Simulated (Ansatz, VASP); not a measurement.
One calculation of SiNi, two programs

```
Si Ni
1.0
    -5.08783    0.00000    0.00000
     0.00000   -3.35777    0.00000
     0.00000    0.00000   11.05566
Si Ni
8 8
Direct
  0.67857 0.25000 0.04328
  0.67857 0.25000 0.54328
  0.82143 0.75000 0.29328
  0.82143 0.75000 0.79328
  0.17857 0.25000 0.20672
  0.17857 0.25000 0.70672
  0.32143 0.75000 0.45672
  0.32143 0.75000 0.95672
  0.99070 0.75000 0.09369
  0.99070 0.75000 0.59369
  0.50930 0.25000 0.34369
  0.50930 0.25000 0.84369
  0.49070 0.75000 0.15631
  0.49070 0.75000 0.65631
  0.00930 0.25000 0.40631
  0.00930 0.25000 0.90631
```

Alike in both runs: task single point; functional PBEsol; k mesh 8 × 12 × 4; occupations gaussian, width 0.15 eV; no spin polarisation.

|  | VASP | Ansatz |
| --- | --- | --- |
| version | VASP 6.6.1 | Ansatz 0.2.0 |
| potentials or method | VASP PAW PBE potentials, release 64 (Si, Ni), cutoff 520 eV | scalar-relativistic, plane waves, PAW |
| valence electrons in the cell | 112 | 176 |

Ansatz gave:

```
gap on the k mesh at the Fermi level (eV)                     : none
pressure (GPa)                                                : 0.0
traceless stress, the component that is largest in VASP (GPa) : -0.18
rms of the force components (eV/Å)                            : 0.005
```

**Question.** Which values does VASP return?

**Answer.** gap on the k mesh at the Fermi level (eV): none; pressure (GPa): 0.2; traceless stress, the component that is largest in VASP (GPa): -0.16; rms of the force components (eV/Å): 0.008.

VASP's potentials were made for PBE, not for PBEsol. Atom by atom the forces differ by 0.006 eV/Å (rms over components). A gap of «none» marks a metal or a gap that the smearing closes. With one functional, cell and mesh, what is left measures potentials, basis and numerics. VASP's potentials hold 112 valence electrons a cell and Ansatz's 176, so a difference there can come from the potentials and not from the codes.
